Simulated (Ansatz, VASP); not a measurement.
**MgO: VASP beside Ansatz**

Contents of INCAR:

```
SYSTEM = MgO
PREC = Accurate
ENCUT = 520
EDIFF = 1E-6
ISMEAR = 0
SIGMA = 0.05
LREAL = .False.
LASPH = .True.
NELM = 60
ALGO = Normal
ISIF = 2
LWAVE = .False.
LCHARG = .True.
GGA = PS
LELF = .True.
LVHAR = .True.
NBANDS = 11
```

File KPOINTS:

```
Automatic mesh
0
Gamma
  10 10 10
  0 0 0
```

File POSCAR:

```
MgO
1.0
    0.0000000000      2.1071057205      2.0544280775
    2.1071057205      0.0000000000      2.0544280775
    2.1071057205      2.1071057205      0.0000000000
Mg O
1 1
Direct
    0.0000000000      0.0000000000      0.0000000000
    0.5000000000      0.5000000000      0.5000000000
```

Input for Ansatz:

```yaml
crystal:
  lattice:
    - [0.0, 2.1071057205, 2.0544280775]
    - [2.1071057205, 0.0, 2.0544280775]
    - [2.1071057205, 2.1071057205, 0.0]
  atoms:
    - { symbol: Mg, position: [0.0, 0.0, 0.0] }
    - { symbol: O, position: [0.5, 0.5, 0.5] }
basis:
  ecutwfc: 420
kpoints:
  mp_grid: { grid: [10, 10, 10] }
hamiltonian:
  xc: pbesol
scf:
  occupations: { method: gaussian, width: 0.05 }
output:
  forces: true
  stress: true
  eigenvalues: true
```

Change from the starting cell: strain +0.000 along x and y, -0.025 along z, atoms carried along.

Alike in both runs: task single point; functional PBEsol; k mesh 10 × 10 × 10; occupations gaussian, width 0.05 eV; no spin polarisation.

|  | VASP | Ansatz |
| --- | --- | --- |
| version | VASP 6.6.1 | Ansatz 0.2.0 |
| potentials or method | VASP PAW PBE potentials, release 64 (Mg, O), cutoff 520 eV | scalar-relativistic, plane waves, PAW |
| valence electrons in the cell | 8 | 16 |

Ansatz gave:

| Quantity | Value |
| --- | --- |
| gap on the k mesh at the Fermi level (eV) | 4.84 |
| least direct gap on the mesh (eV) | 4.84 |
| pressure (GPa) | 4.4 |
| traceless stress, the component that is largest in VASP (GPa) | 4.14 |

What did VASP give for the same quantities?

gap on the k mesh at the Fermi level (eV): 4.84; least direct gap on the mesh (eV): 4.84; pressure (GPa): 3.9; traceless stress, the component that is largest in VASP (GPa): 4.17.

VASP's potentials were made for PBE, not for PBEsol. VASP's potentials hold 8 valence electrons a cell and Ansatz's 16, so a difference there can come from the potentials and not from the codes.
